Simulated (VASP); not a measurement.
Wanted: the native input for a VASP 6.6.1 run.

```
Task                   : single point
Functional             : LDA
Potentials or basis    : VASP PAW LDA potentials, release 64 (Zr_sv, O)
Cutoff                 : 520 eV
k mesh                 : 8 × 8 × 8
Occupations            : gaussian, width 0.15 eV
Spin                   : no spin polarisation
Dipole correction      : no
Further INCAR settings : ALGO = Normal; EDIFF = 1e-06; NBANDS = 39
```

The structure of Zr2O lies in POSCAR:

```
Zr2O
1.0
    4.7635059521      0.0000000000      0.0000000000
    0.0000000000      4.7635059521      0.0000000000
    0.0000000000      0.0000000000      4.7635059521
Zr O
4 2
Direct
    0.2500000000      0.2500000000      0.7500000000
    0.7500000000      0.2500000000      0.2500000000
    0.2500000000      0.7500000000      0.2500000000
    0.7500000000      0.7500000000      0.7500000000
    0.0000000000      0.0000000000      0.0000000000
    0.5000000000      0.5000000000      0.5000000000
```

The input as run:

INCAR

```
PREC = Accurate
ENCUT = 520
EDIFF = 1E-6
ISMEAR = 0
SIGMA = 0.15
LREAL = F
LASPH = T
NELM = 60
ALGO = Normal
ISIF = 2
LWAVE = F
LCHARG = F
NBANDS = 39
```

KPOINTS

```
Automatic mesh
0
Gamma
  8 8 8
```

Potentials or basis: VASP PAW LDA potentials, release 64 (Zr_sv, O).

The run is started by

```sh
$ cat potpaw_LDA.64/Zr_sv/POTCAR potpaw_LDA.64/O/POTCAR > POTCAR
$ mpirun -np 1 vasp_std > vasp.out
```

It gave:

```
Pressure               : 0.5 GPa
Band gap on the k mesh : zero (band 30 reaches 9.05 eV, above the bottom of band 31 at 8.29 eV)
```

It took 95 s on 1 thread of Intel Xeon 6975P-C (shared host), peak memory 0.24 GiB.
